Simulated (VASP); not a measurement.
# BeBi2Se6 (P-3m1) in VASP: notebook, part 2 of 2

VASP 6.6.1. Earlier steps stand in the parts before.

## Step 4: Relaxation of cell and atoms, PBE

INCAR reads:

```
SYSTEM = BeBi2Se6
  PREC = Accurate
  ENCUT = 600
  EDIFF = 1E-6
  ISMEAR = 0
  SIGMA = 0.1
  LREAL = .False.
  LASPH = .True.
  NELM = 100
  ALGO = Normal
  ISIF = 3
  LWAVE = .False.
  LCHARG = .False.
  GGA = PE
  IBRION = 2
  NSW = 90
  EDIFFG = -0.04
```

KPOINTS reads:

```
regular mesh
0
Gamma
  3 3 4
  0 0 0
```

POSCAR reads:

```
BeBi2Se6
1.0
    6.4550429000      0.0000000000      0.0000000000
   -3.2275214500      5.5902311300      0.0000000000
    0.0000000000      0.0000000000      5.4222360300
Be Bi Se
1 2 6
Direct
    0.0000000000      0.0000000000      0.5000000000
    0.3333333300      0.6666666700      0.7500000000
    0.6666666700      0.3333333300      0.2500000000
    0.8333333300      0.6666666700      0.7500000000
    0.3333333300      0.1666666700      0.7500000000
    0.8333333300      0.1666666700      0.7500000000
    0.1666666700      0.3333333300      0.2500000000
    0.6666666700      0.8333333300      0.2500000000
    0.1666666700      0.8333333300      0.2500000000
```

On the command line:

```
cat potpaw_PBE.64/Be/POTCAR potpaw_PBE.64/Bi_d/POTCAR potpaw_PBE.64/Se/POTCAR > POTCAR
mpirun -np 1 vasp_std > vasp.out
```

Run time: 26 min. Hardware: 1 thread of AMD EPYC 9R45 (Zen 5), shared host; peak memory 0.42 GiB.

Results (log left out):

- Free energy: -32.5964 eV
- Relaxed volume: 23.30 Å³/atom
- Relaxed cell: a = 7.287 Å, b = 7.287 Å, c = 4.561 Å, α = 90.00°, β = 90.00°, γ = 120.00°
- Space group after relaxing (to 0.1 Å): P-3m1 (No. 164)
- Energy gained by relaxing: 167.5 meV/atom
- Ionic steps: 30
- Pressure after relaxing: 0.1 GPa
- Largest force after relaxing: 0.031 eV/Å
- Band gap on the k mesh: zero (bands 34 and 35 overlap by 1.11 eV)

Forces on the atoms (eV/Å):
```
Be   0.000  0.000  0.000
Bi   0.000  0.000 -0.025
Bi   0.000  0.000  0.025
Se   0.000 -0.028  0.012
Se   0.024  0.014  0.012
Se  -0.024  0.014  0.012
Se   0.000  0.028 -0.012
Se  -0.024 -0.014 -0.012
Se   0.024 -0.014 -0.012
```

Step by step:
```tsv
step	energy change (eV)	largest force (eV/Å)	pressure (GPa)	volume (Å³)
1	0.0000	0.6357	1.58	195.66
2	-0.1933	0.7458	-0.67	201.76
3	-0.3019	0.8399	-3.05	209.91
4	-0.4103	0.8678	-2.92	209.62
5	-0.6710	0.7441	-2.10	208.63
6	-0.5905	1.0581	2.07	206.01
7	-0.7445	0.4991	-1.08	207.81
8	-0.7513	0.4676	-0.62	207.50
9	-0.7944	0.4241	-0.18	206.24
10	-0.8871	0.3329	1.25	202.48
11	-0.8884	0.4315	4.80	195.04
12	-0.9236	0.3109	2.78	198.95
13	-0.9504	0.2960	2.72	199.27
14	-1.0310	0.2647	2.55	200.19
15	-1.1703	0.3819	2.29	201.99
16	-1.1645	0.9579	2.31	205.33
17	-1.2130	0.6810	2.21	203.79
18	-1.3056	0.5639	0.96	207.49
19	-1.3704	0.3409	-2.17	218.68
20	-1.3813	0.3397	-1.42	215.62
21	-1.4298	0.2855	-0.97	214.04
22	-1.4704	0.2432	0.09	210.87
23	-1.4857	0.1688	-0.05	210.68
24	-1.5005	0.0737	-0.30	210.26
25	-1.5035	0.0519	0.10	208.84
26	-1.5035	0.0481	0.18	208.56
27	-1.5050	0.0582	0.08	208.83
28	-1.5053	0.0744	0.01	209.03
29	-1.5062	0.0616	0.04	209.21
30	-1.5076	0.0307	0.08	209.73
```

Final structure:
```yaml
crystal:
  lattice:
    - [7.28701, 0.00000, 0.00000]
    - [-3.64350, 6.31073, 0.00000]
    - [0.00000, 0.00000, 4.56081]
  atoms:
    - { symbol: Be, position: [0.00000, 0.00000, 0.50000] }
    - { symbol: Bi, position: [0.33333, 0.66667, 0.66292] }
    - { symbol: Bi, position: [0.66667, 0.33333, 0.33708] }
    - { symbol: Se, position: [0.83423, 0.66845, 0.76140] }
    - { symbol: Se, position: [0.33155, 0.16577, 0.76140] }
    - { symbol: Se, position: [0.83422, 0.16577, 0.76140] }
    - { symbol: Se, position: [0.16577, 0.33155, 0.23860] }
    - { symbol: Se, position: [0.66845, 0.83423, 0.23860] }
    - { symbol: Se, position: [0.16578, 0.83423, 0.23860] }
```

Levels at points of the mesh, in eV from the Fermi level:
```tsv
k point	band 30	band 31	band 32	band 33	band 34	band 35	band 36	band 37	band 38	band 39
(0.00, 0.00, 0.00)	-1.44	-1.44	-1.40	-1.40	-0.80	-0.80	0.59	1.12	2.05	2.05
(0.00, 0.00, 0.50)	-0.97	-0.97	-0.70	0.07	0.07	0.27	0.27	1.26	1.41	1.54
```

Caveat: the k points lie up to 0.34 Å⁻¹ apart in the final cell, too coarse for converged energies and pressures of a metal; a cell axis changed by over 15 % at a fixed basis, so the end point is rough; spin-orbit coupling is left out, which moves the levels of the heavy elements.

## Step 5: Single point, PBE

This run uses another cell than the first one, of 23.74 Å³/atom.

INCAR reads:

```
SYSTEM = BeBi2Se6
PREC = Accurate
ENCUT = 520
EDIFF = 1E-6
ISMEAR = 0
SIGMA = 0.1
LREAL = .False.
LASPH = .True.
NELM = 60
ALGO = Normal
ISIF = 2
LWAVE = .False.
LCHARG = .False.
GGA = PE
NBANDS = 44
```

KPOINTS reads:

```
regular mesh
0
Gamma
  6 6 8
  0 0 0
```

POSCAR reads:

```
BeBi2Se6
1.0
    7.2742359033      0.0000000000      0.0000000000
   -3.6371179516      6.2996730854      0.0000000000
    0.0000000000      0.0000000000      4.6631937826
Be Bi Se
1 2 6
Direct
    0.0000000000      0.0000000000      0.5000000000
    0.3333333333      0.6666666667      0.6400702963
    0.6666666667      0.3333333333      0.3599297037
    0.8345566272      0.6691132543      0.7615479482
    0.3308867457      0.1654433728      0.7615479482
    0.8345566272      0.1654433728      0.7615479482
    0.1654433728      0.3308867457      0.2384520518
    0.6691132543      0.8345566272      0.2384520518
    0.1654433728      0.8345566272      0.2384520518
```

Potentials or basis: VASP PAW PBE potentials, release 64 (Be, Bi_d, Se).

On the command line:

```
cat potpaw_PBE.64/Be/POTCAR potpaw_PBE.64/Bi_d/POTCAR potpaw_PBE.64/Se/POTCAR > POTCAR
mpirun -np 1 vasp_std > vasp.out
```

OUTCAR:

```text
SYSTEM = BeBi2Se6
   PREC = Accurate
   ENCUT = 520
   EDIFF = 1E-6
   ISMEAR = 0
   LREAL = .False.
   LASPH = .True.
   NELM = 60
   ISIF = 2
   GGA = PE

 ion  position               nearest neighbor table
   1  0.000  0.000  0.500-   6 2.42   9 2.42   7 2.42   4 2.42   8 2.42   5 2.42
   2  0.333  0.667  0.640-   9 2.83   7 2.83   8 2.83
   3  0.667  0.333  0.360-   6 2.83   4 2.83   5 2.83
   4  0.835  0.669  0.762-   1 2.42   3 2.83
   5  0.331  0.165  0.762-   1 2.42   3 2.83
   6  0.835  0.165  0.762-   1 2.42   3 2.83
   7  0.165  0.331  0.238-   1 2.42   2 2.83
   8  0.669  0.835  0.238-   1 2.42   2 2.83
   9  0.165  0.835  0.238-   1 2.42   2 2.83

[... 1343 lines left out ...]
  external PRESSURE =       0.2195810 kB  Pullay stress =       0.0000000 kB

 VOLUME and BASIS-vectors are now :
 -----------------------------------------------------------------------------
  energy-cutoff  :      520.00
  volume of cell :      213.69
      direct lattice vectors                 reciprocal lattice vectors
     7.274235903  0.000000000  0.000000000     0.137471483  0.079369198  0.000000000
    -3.637117952  6.299673085  0.000000000     0.000000000  0.158738396  0.000000000
     0.000000000  0.000000000  4.663193783     0.000000000  0.000000000  0.214445302

 POSITION                                       TOTAL-FORCE (eV/Angst)
 -----------------------------------------------------------------------------------
      0.00000      0.00000      2.33160        -0.000000      0.000000      0.000000
     -0.00000      4.19978      2.98477        -0.000000      0.000000      0.018171
      3.63712      2.09989      1.67842        -0.000000     -0.000000     -0.018171
      3.63712      4.21519      3.55125         0.000000      0.001582      0.006086
      1.80521      1.04224      3.55125        -0.001370     -0.000791      0.006086
      5.46902      1.04224      3.55125         0.001370     -0.000791      0.006086
     -0.00000      2.08448      1.11195        -0.000000     -0.001582     -0.006086
      1.83191      5.25743      1.11195         0.001370      0.000791     -0.006086
     -1.83191      5.25743      1.11195        -0.001370      0.000791     -0.006086
 -----------------------------------------------------------------------------------
    total drift:                                0.000000     -0.000000      0.000000

  FREE ENERGIE OF THE ION-ELECTRON SYSTEM (eV)
  ---------------------------------------------------
  free  energy   TOTEN  =       -32.5098119525 eV

  energy  without entropy=      -32.4823468743  energy(sigma->0) =      -32.49607941
```

stdout:

```text
POSCAR found type information on POSCAR BeBiSe
 POSCAR found :  3 types and       9 ions
 scaLAPACK will be used
 LDA part: xc-table for (Slater+PW92), standard interpolation
 POSCAR, INCAR and KPOINTS ok, starting setup
 FFT: planning ... GRIDC
 FFT: planning ... GRID_SOFT
 FFT: planning ... GRID
 WAVECAR not read
 entering main loop
```

Wall time 4.6 min (1 thread of AMD EPYC 9R45 (Zen 5), shared host); peak memory 0.51 GiB.

What came out:

| Property | Result |
| --- | --- |
| Free energy | -32.5098 eV |
| Pressure | 0.0 GPa |
| Largest force | 0.018 eV/Å |
| Band gap on the k mesh | zero (bands 34 and 35 overlap by 1.08 eV) |

Forces in eV/Å, atoms in the order of the input:
```
Be   0.000  0.000  0.000
Bi   0.000  0.000  0.018
Bi   0.000  0.000 -0.018
Se   0.000  0.002  0.006
Se  -0.001 -0.001  0.006
Se   0.001 -0.001  0.006
Se   0.000 -0.002 -0.006
Se   0.001  0.001 -0.006
Se  -0.001  0.001 -0.006
```

Caveat: spin-orbit coupling is left out, which moves the levels of the heavy elements.

## Step 6: Single point, PBE

This run uses another cell than the first one, of 23.74 Å³/atom.

INCAR reads:

```
ALGO = Normal ; EDIFF = 1E-7
ENCUT = 520 ; GGA = PE
ISIF = 2 ; ISMEAR = 0
LASPH = T ; LCHARG = F
LREAL = F ; LWAVE = F
NBANDS = 44 ; NELM = 80
PREC = Accurate ; SIGMA = 0.1
```

KPOINTS reads:

```
k-points
0
Gamma
  6 6 8
```

POSCAR is that of step 5.

Potentials or basis: VASP PAW PBE potentials, release 64 (Be, Bi_d, Se).

On the command line:

```
cat potpaw_PBE.64/Be/POTCAR potpaw_PBE.64/Bi_d/POTCAR potpaw_PBE.64/Se/POTCAR > POTCAR
mpirun -np 1 vasp_std > vasp.out
```

Run time: 5.5 min. Hardware: 1 thread of AMD EPYC 9R45 (Zen 5), shared host; peak memory 0.5 GiB.

The run converged. Its results:

* Free energy: -32.5098 eV
* Pressure: 0.0 GPa
* Largest force: 0.019 eV/Å
* Band gap on the k mesh: zero (bands 34 and 35 overlap by 1.08 eV)

Forces on the atoms (eV/Å):
```
Be   0.000  0.000  0.000
Bi   0.000  0.000  0.019
Bi   0.000  0.000 -0.019
Se   0.000  0.002  0.006
Se  -0.001 -0.001  0.006
Se   0.001 -0.001  0.006
Se   0.000 -0.002 -0.006
Se   0.001  0.001 -0.006
Se  -0.001  0.001 -0.006
```

Levels at points of the mesh, in eV from the Fermi level:
```csv
k point,band 30,band 31,band 32,band 33,band 34,band 35,band 36,band 37,band 38,band 39
"(0.00, 0.00, 0.00)",-1.46,-1.46,-1.33,-1.33,-0.63,-0.63,0.67,1.09,2.22,2.22
"(0.50, 0.00, 0.00)",-1.78,-1.42,-1.08,-0.96,-0.75,-0.01,0.36,0.73,1.55,2.19
"(0.00, 0.00, 0.50)",-0.83,-0.83,-0.71,0.10,0.10,0.28,0.28,1.34,1.51,1.69
"(0.50, 0.00, 0.50)",-1.98,-1.15,-0.96,0.25,0.41,0.44,0.45,1.28,2.29,2.41
```

Caveat: spin-orbit coupling is left out, which moves the levels of the heavy elements.

## Step 7: Summary

| task | cell | k mesh | cutoff (eV) | gap on the mesh (eV) | pressure (GPa) | largest force (eV/Å) |
| --- | --- | --- | --- | --- | --- | --- |
| single point | a = 6.455, b = 6.455, c = 5.422 Å, angles 90.0, 90.0, 120.0°, 9 atoms, atomic positions A | 3 × 3 × 4 | 520 | none | 1.6 | 0.64 |
| single point | a = 6.783, b = 6.783, c = 5.372 Å, angles 90.0, 90.0, 120.0°, 9 atoms, atomic positions B | 3 × 3 × 4 | 520 | none | 0.0 | 0.03 |
| relaxation of cell and atoms | relaxed from a = 6.455, b = 6.455, c = 5.422 Å, angles 90.0, 90.0, 120.0°, 9 atoms, atomic positions A | 3 × 3 × 4 | 600 | none | 0.1 | 0.03 |
| single point | a = 7.274, b = 7.274, c = 4.663 Å, angles 90.0, 90.0, 120.0°, 9 atoms, atomic positions C | 6 × 6 × 8 | 520 | none | 0.0 | 0.02 |

Alike in all rows: level PBE; potentials or basis VASP PAW PBE potentials, release 64 (Be, Bi_d, Se); no spin polarisation; smearing gaussian 0.1 eV.

Caveats: some runs use coarse meshes; spin-orbit coupling is left out, which moves the levels of the heavy elements; a cell axis changed by over 15 % at a fixed basis, so the end point is rough (at least some runs).

Absolute energies hang on the potentials; compare differences alone.
